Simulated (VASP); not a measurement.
The system is GaSb.

```xyz
2
Lattice="0.0000 3.0590 3.0590 3.0590 0.0000 3.0590 3.0590 3.0590 0.0000" Properties=species:S:1:pos:R:3 pbc="T T T"
Sb    4.5885    4.5885    4.5885
Ga    0.0000    0.0000    0.0000
```

| Property | Result |
| --- | --- |
| Program | VASP 6.6.1 |
| Task | relaxation of cell and atoms |
| Functional | RPBE |
| Dispersion | D3(BJ) |
| Potentials or basis | VASP PAW PBE potentials, release 64 (Sb, Ga_d) |
| Cutoff | 600 eV |
| k mesh | 8 × 8 × 8 |
| Occupations | fermi-dirac, width 0.05 eV |
| Spin | no spin polarisation |

At the start: pressure -5.6 GPa; volume 28.62 Å³/atom.

**Question.** Where does the relaxation end?

**Answer.** Over 3 steps the energy falls by 56.7 meV/atom and the volume is 25.68 Å³/atom (-10.3 %); space group F-43m (No. 216, to 0.05 Å).

The path:
| step | energy change (eV) | largest force (eV/Å) | pressure (GPa) | volume (Å³) |
| --- | --- | --- | --- | --- |
| 1 | 0.0000 | 0.0000 | -5.57 | 57.25 |
| 2 | -0.0968 | 0.0000 | 2.80 | 49.39 |
| 3 | -0.1134 | 0.0000 | 0.06 | 51.35 |

Final structure:
```cif
data_structure
_symmetry_space_group_name_H-M 'P 1'
_symmetry_Int_Tables_number 1
_cell_length_a 4.1721
_cell_length_b 4.1721
_cell_length_c 4.1721
_cell_angle_alpha 60.000
_cell_angle_beta 60.000
_cell_angle_gamma 60.000
_cell_volume 51.35
loop_
_atom_site_label
_atom_site_type_symbol
_atom_site_fract_x
_atom_site_fract_y
_atom_site_fract_z
_atom_site_occupancy
Sb1 Sb 0.75000 0.75000 0.75000 1
Ga1 Ga 0.00000 0.00000 0.00000 1
```

Caveat: the PAW data sets were made with another functional, which shifts forces and pressure a little; the volume moved by -10 % from the deposited cell, more than functionals usually miss.
